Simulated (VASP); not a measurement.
CuAu: single point with PBE

The system is CuAu.

```xyz
2
Lattice="2.8238 0.0000 0.0000 0.0000 2.8238 0.0000 0.0000 0.0000 3.4244" Properties=species:S:1:pos:R:3 pbc="T T T"
Cu    1.4119    1.4119    1.7122
Au    0.0000    0.0000    0.0000
```

| Item | Value |
| --- | --- |
| Program | VASP 6.6.1 |
| Task | single point |
| Functional | PBE |
| Potentials or basis | VASP PAW PBE potentials, release 64 (Cu, Au) |
| Cutoff | 520 eV |
| k mesh | 14 × 14 × 12 |
| Occupations | gaussian, width 0.1 eV |
| Spin | no spin polarisation |

```json
{
 "Pressure": "16.9 GPa",
 "Band gap on the k mesh": "zero (bands 11 and 12 overlap by 7.53 eV)"
}
```

Levels at points of the mesh, in eV from the Fermi level:
```tsv
k point	band 8	band 9	band 10	band 11	band 12	band 13	band 14	band 15
(0.00, 0.00, 0.00)	-2.21	-1.78	-1.56	-1.56	3.24	9.27	9.27	10.14
(0.50, 0.00, 0.00)	-3.22	-2.71	-2.47	-1.17	-0.48	10.65	10.78	12.61
(0.50, 0.50, 0.00)	-1.90	-1.38	-1.38	0.04	0.04	4.82	6.90	11.00
(0.00, 0.00, 0.50)	-3.06	-2.65	-2.65	-2.37	-2.27	14.02	14.60	14.60
(0.50, 0.00, 0.50)	-1.97	-1.60	-1.53	-1.27	-1.25	2.89	5.03	15.52
(0.50, 0.50, 0.50)	-2.30	-1.93	-1.90	5.26	5.67	5.67	6.11	6.70
```

Wall time 41 s on 1 thread of Intel(R) Xeon(R) 6975P-C (Granite Rapids) (shared host), peak memory 0.25 GiB.

Caveat: the cell stands under pressure; spin-orbit coupling is left out, which moves the levels of the heavy elements.
